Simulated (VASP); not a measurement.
# P (P-1) in VASP: single point with PBEsol+D3(BJ)

Aim: the single point of P with PBEsol+D3(BJ).

Everything below comes from runs of VASP 6.6.1. Logs are shortened: lines on timing, memory, paths and dates and some standing lists are left out, and cuts for length are marked.

### Step 1. The cell of the first run

The typed cell holds 2 atoms: a = 3.710 Å, b = 3.710 Å, c = 3.710 Å, α = 55.44°, β = 55.44°, γ = 55.44°.

### Step 2. Single point, PBEsol+D3(BJ) (atom 1 (P) moved by (-0.150, -0.150) A along x and y)

File INCAR:

```
SYSTEM = P
PREC = Accurate
ENCUT = 520
EDIFF = 1E-7
ISMEAR = 0
SIGMA = 0.15
LREAL = .FALSE.
LASPH = .TRUE.
NELM = 100
ALGO = Normal
ISIF = 2
LWAVE = .FALSE.
LCHARG = .TRUE.
GGA = PS
IVDW = 12
LELF = .TRUE.
LVHAR = .TRUE.
NBANDS = 12
```

File KPOINTS:

```
regular mesh
0
G
  18 18 18
  0 0 0
```

File POSCAR:

```
P
1.0
    1.7257251780      0.9963478961      3.1296800121
   -1.7257251780      0.9963478961      3.1296800121
    0.0000000000     -1.9926957921      3.1296800121
P
2
Direct
    0.1585286221      0.2454486033      0.2772635245
    0.7729197500      0.7729197500      0.7729197500
```

Potentials or basis: VASP PAW PBE potentials, release 64 (P).

On the command line:

```
$ cat potpaw_PBE.64/P/POTCAR > POTCAR
$ mpirun -np 1 vasp_std > vasp.out
```

OUTCAR:

```text
SYSTEM = P
   PREC = Accurate
   ENCUT = 520
   EDIFF = 1E-7
   ISMEAR = 0
   LREAL = .FALSE.
   LASPH = .TRUE.
   NELM = 100
   ISIF = 2
   GGA = PS
   IVDW = 12
 IVDW          = 12

 ion  position               nearest neighbor table
   1  0.159  0.245  0.277-   2 2.17   2 2.25   2 2.47   2 2.68   2 2.87   2 2.93
   2  0.773  0.773  0.773-   1 2.17   1 2.25   1 2.47   1 2.68   1 2.87   1 2.93

  LATTYP: Found a trigonal (rhomboedric) cell.
 ALAT       =     3.7102201415
 COS(alpha) =     0.5673129383

  Lattice vectors:

 A1 = (   1.7257251780,   0.9963478961,   3.1296800121)
 A2 = (  -1.7257251780,   0.9963478961,   3.1296800121)
 A3 = (   0.0000000000,  -1.9926957921,   3.1296800121)

Analysis of symmetry for initial positions (statically):
=====================================================================
 Subroutine PRICEL returns:
 Original cell was already a primitive cell.

 Routine SETGRP: Setting up the symmetry group for a
 trigonal (rhombohedral) supercell.

 Subroutine GETGRP returns: Found  2 space group operations
 (whereof  1 operations were pure point group operations)
 out of a pool of 12 trial point group operations.

The static configuration has the point symmetry C_1 .
 The point group associated with its full space group is S_2 .

Analysis of symmetry for dynamics (positions and initial velocities):
=====================================================================
 Subroutine PRICEL returns:
 Original cell was already a primitive cell.

 Routine SETGRP: Setting up the symmetry group for a
 trigonal (rhombohedral) supercell.

 Subroutine GETGRP returns: Found  2 space group operations
 (whereof  1 operations were pure point group operations)
 out of a pool of 12 trial point group operations.

The dynamic configuration has the point symmetry C_1 .
 The point group associated with its full space group is S_2 .

 Subroutine INISYM returns: Found  2 space group operations
 (whereof  1 operations are pure point group operations),
 and found     1 'primitive' translations

----------------------------------------------------------------------------------------

                                     Primitive cell

  volume of cell :      32.2875

  direct lattice vectors                    reciprocal lattice vectors
     1.725725178  0.996347896  3.129680012     0.289733271  0.167277582  0.106507161
[... 94 lines left out ...]
   POTIM  = 0.5000    time-step for ionic-motion
   TEBEG  =    0.0;   TEEND  =   0.0 temperature during run
   PSTRESS=    0.0 pullay stress
   NELECT =      10.0000    total number of electrons
   NUPDOWN=      -1.0000    fix difference up-down
   EMIN   =  10.00;   EMAX   =-10.00  energy-range for DOS
   EFERMI =   0.00;   METHOD = LEGACY
   ISMEAR =     0;   SIGMA  =   0.15  broadening in eV -4-tet -1-fermi 0-gaus
   EFERMI_NEDOS =   21; number of points for ismear=-14 and -15
   IALGO  =     38    algorithm
   IMIX   =      4    mixing-type and parameters
     AMIX     =   0.40;   BMIX     =  1.00
     AMIX_MAG =   1.60;   BMIX_MAG =  1.00
  volume/ion in A,a.u.               =      16.14       108.94
  Fermi-wavevector in a.u.,A,eV,Ry     =   1.107636  2.093128 16.692396  1.226857
  Thomas-Fermi vector in A             =   2.244152
   LORBIT       =      0    0 simple, 1 ext, 2 COOP (PROOUT), +10 PAW based schemes
   GGA     = PS    functional components
   LHFCALC =     F    Hartree Fock is set to
   AEXX    =    0.0000 exact exchange contribution
   IVDW    =    12    specifies the selected vdW correction
   LEPSILON=     F    determine dielectric tensor
   LRPA    =     F    only Hartree local field effects (RPA)
 non-spin polarized calculation
 Gauss-broadening in eV      SIGMA  =   0.15
  energy-cutoff  :      520.00
  volume of cell :       32.29
 maximum number of plane-waves:       886
   NGX = 13   NGY = 13   NGZ = 13

 number of electron      10.0000000 magnetization

 Free energy of the ion-electron system (eV)
  ---------------------------------------------------
  ext. energy  EPLUGINS =         0.00000000
  ---------------------------------------------------
  free energy    TOTEN  =       -11.45159810 eV

  energy without entropy =      -11.44796191  energy(sigma->0) =      -11.44978000

 E-fermi :   8.6936     XC(G=0): -10.8628

 val. band max:        8.6896065460   @ k =   0.2222   0.2222   0.3333
 cond. band min:       8.6953511930   @ k =   0.3889   0.2222   0.1667
 fundamental gap:      0.0057446470
 Fermi energy:         8.6936126444

 k-point     1 :       0.0000    0.0000    0.0000
  band No.  band energies     occupation
      1      -7.6847      2.00000
      2       5.2604      2.00000
      3       5.3451      2.00000
      4       5.6913      2.00000
      5       6.8475      2.00000
      6       9.9507      0.00000
      7      10.5126      0.00000
      8      12.6300      0.00000
      9      13.8271      0.00000
     10      15.7837      0.00000
     11      15.8209      0.00000
     12      16.0919      0.00000
[... 331 lines left out ...]
 k-point    24 :       0.0000    0.4444    0.0000
  band No.  band energies     occupation
      1      -4.5965      2.00000
      2      -2.6957      2.00000
      3       5.2028      2.00000
      4       5.2335      2.00000
      5       8.2930      1.99984
      6       8.7553      0.56063
      7       8.9733      0.00837
      8      10.0314      0.00000
      9      16.8197      0.00000
     10      18.4464      0.00000
     11      19.4266      0.00000
     12      19.7979      0.00000

 [... further k-points ...]

------------------------ aborting loop because EDIFF is reached ----------------------------------------

 Edisp (eV)   -0.70013

 E8    (eV) :    -0.4152

  FORCE on cell =-STRESS in cart. coord.  units (eV):
  Direction    XX          YY          ZZ          XY          YZ          ZX
  --------------------------------------------------------------------------------------
  -------------------------------------------------------------------------------------
  Total      -0.59416    -0.30705    -1.14602     0.20787     0.73532     0.54135
  in kB     -29.48382   -15.23655   -56.86789    10.31490    36.48848    26.86295
  external pressure =      -33.86 kB  Pullay stress =        0.00 kB

 VOLUME and BASIS-vectors are now :
 -----------------------------------------------------------------------------
  energy-cutoff  :      520.00
  volume of cell :       32.29
      direct lattice vectors                 reciprocal lattice vectors
     1.725725178  0.996347896  3.129680012     0.289733271  0.167277582  0.106507161
    -1.725725178  0.996347896  3.129680012    -0.289733271  0.167277582  0.106507161
     0.000000000 -1.992695792  3.129680012     0.000000000 -0.334555164  0.106507161

 POSITION                                       TOTAL-FORCE (eV/Angst)
 -----------------------------------------------------------------------------------
     -0.15000     -0.15000      2.13207         0.498934      0.848898      0.643725
      0.00000      0.00000      7.25697        -0.498934     -0.848898     -0.643725
 -----------------------------------------------------------------------------------
    total drift:                                0.000000      0.000000     -0.000000

  FREE ENERGIE OF THE ION-ELECTRON SYSTEM (eV)
  ---------------------------------------------------
  free  energy   TOTEN  =       -12.1517323450 eV

  energy  without entropy=      -12.1480961518  energy(sigma->0) =      -12.14991425
```

It took 24 min on 1 thread of Intel Xeon 8259CL, shared host; peak memory 0.89 GiB.

What came out:

```
Free energy                : -12.1517 eV
Pressure                   : -3.4 GPa
Largest force              : 1.176 eV/Å
Band gap on the k mesh     : zero (bands 5 and 6 overlap by 1.02 eV)
Dispersion energy per atom : -0.350 eV
```

Forces on the atoms (eV/Å):
```
P    0.499  0.849  0.644
P   -0.499 -0.849 -0.644
```

Levels at points of the mesh, in eV from the Fermi level:
| k point | band 2 | band 3 | band 4 | band 5 | band 6 | band 7 | band 8 | band 9 |
| --- | --- | --- | --- | --- | --- | --- | --- | --- |
| (0.00, 0.00, 0.00) | -3.43 | -3.35 | -3.00 | -1.85 | 1.26 | 1.82 | 3.94 | 5.13 |
| (0.50, 0.00, 0.00) | -10.79 | -4.10 | -2.75 | -1.43 | -0.57 | 0.90 | 1.03 | 8.82 |
| (0.00, 0.50, 0.00) | -11.97 | -3.48 | -3.48 | -0.29 | -0.06 | 0.16 | 1.27 | 8.82 |
| (0.00, 0.00, 0.50) | -12.38 | -3.67 | -3.33 | -0.25 | 0.05 | 0.34 | 1.05 | 8.89 |
| (0.50, 0.50, 0.00) | -10.73 | -6.02 | -5.54 | -4.92 | 0.36 | 6.60 | 7.27 | 8.94 |
| (0.50, 0.00, 0.50) | -10.14 | -6.38 | -5.46 | -4.87 | -0.01 | 6.81 | 7.57 | 8.63 |
| (0.00, 0.50, 0.50) | -8.73 | -7.40 | -5.51 | -4.78 | -0.36 | 6.45 | 8.10 | 8.44 |
| (0.50, 0.50, 0.50) | -10.76 | -3.51 | -1.50 | -0.78 | 0.25 | 1.02 | 2.55 | 8.55 |

Caveat: the cell differs from its parent crystal (atom 1 (P) moved by (-0.150, -0.150) A along x and y); the cell stands under tension; the PAW data sets were made with another functional, which shifts forces and pressure a little.
